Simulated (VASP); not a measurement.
Crystal: AlNi3.

```
Al Ni
1.0
     3.52305    0.00000    0.00000
     0.00000    3.52305    0.00000
     0.00000    0.00000    3.52305
Al Ni
1 3
Cartesian
  0.0000 0.0000 0.0000
  0.0000 1.7615 1.7615
  1.7615 0.0000 1.7615
  1.7615 1.7615 0.0000
```

| Property | Result |
| --- | --- |
| Program | VASP 6.6.1 |
| Task | relaxation of cell and atoms |
| Functional | PBE |
| Potentials or basis | VASP PAW PBE potentials, release 64 (Al, Ni) |
| Cutoff | 600 eV |
| k mesh | 6 × 6 × 6 |
| Occupations | gaussian, width 0.1 eV |
| Spin | collinear spin, ferrimagnetic start |
| Starting moments | [0.0, -2.0, -2.0, 2.0] μB |

At the start: pressure 7.4 GPa; volume 10.93 Å³/atom.

Task: How do energy, volume and symmetry change on relaxing?

Result: Over 3 steps the energy falls by 9.0 meV/atom and the volume is 11.34 Å³/atom (+3.8 %); space group Pm-3m (No. 221, to 0.1 Å) before and after; moment 0.73 μB per cell.

The path:
```
step  energy change (eV)  largest force (eV/Å)  pressure (GPa)  volume (Å³)
   1              0.0000                0.0000            7.40        43.73
   2             -0.0055                0.0000           -5.80        47.00
   3             -0.0360                0.0000            0.07        45.37
```

Final structure:
```xyz
4
Lattice="3.5667 0.0000 0.0000 0.0000 3.5667 0.0000 0.0000 0.0000 3.5667" Properties=species:S:1:pos:R:3 pbc="T T T"
Al    0.0000    0.0000    0.0000
Ni    0.0000    1.7834    1.7834
Ni    1.7834    0.0000    1.7834
Ni    1.7834    1.7834    0.0000
```
